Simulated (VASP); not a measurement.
Runs of VASP 6.6.1 on B2O. The structure is that of space group P-3m1 (No. 164), or close to it. The cells are those of the table. 

```tsv
level	spin	cell	k mesh	gap on the mesh (eV)	pressure (GPa)	largest force (eV/Å)
PBEsol	off	a = 2.522, b = 2.522, c = 10.196 Å, angles 90.0, 90.0, 120.0°, 6 atoms	18 × 18 × 4	none	0.5	0.03
PBEsol	off	a = 2.530, b = 2.530, c = 9.895 Å, angles 90.0, 90.0, 120.0°, 6 atoms	12 × 12 × 4	none	(a)	0.03
revPBE	off	a = 2.522, b = 2.522, c = 10.196 Å, angles 90.0, 90.0, 120.0°, 6 atoms	18 × 18 × 4	none	6.2	0.27
PBEsol	collinear, ferromagnetic start	a = 2.879, b = 2.879, c = 7.052 Å, angles 90.0, 90.0, 120.0°, 6 atoms	6 × 6 × 4	none	-23.4	(b)
```

Alike in all rows: task single point; potentials or basis VASP PAW PBE potentials, release 64 (B, O); cutoff (eV) 520; smearing gaussian 0.1 eV.

Q: Fill in the values left out.

A: (a) 0.6; (b) 0.29.

Caveats: some runs use coarse meshes; the PAW data sets were made with another functional, which shifts forces and pressure a little; this functional lacks dispersion, which binds the layers, so the pressure and a relaxed spacing across them are unreliable (some runs).

A gap of «none» marks levels without a gap at the run's occupations.
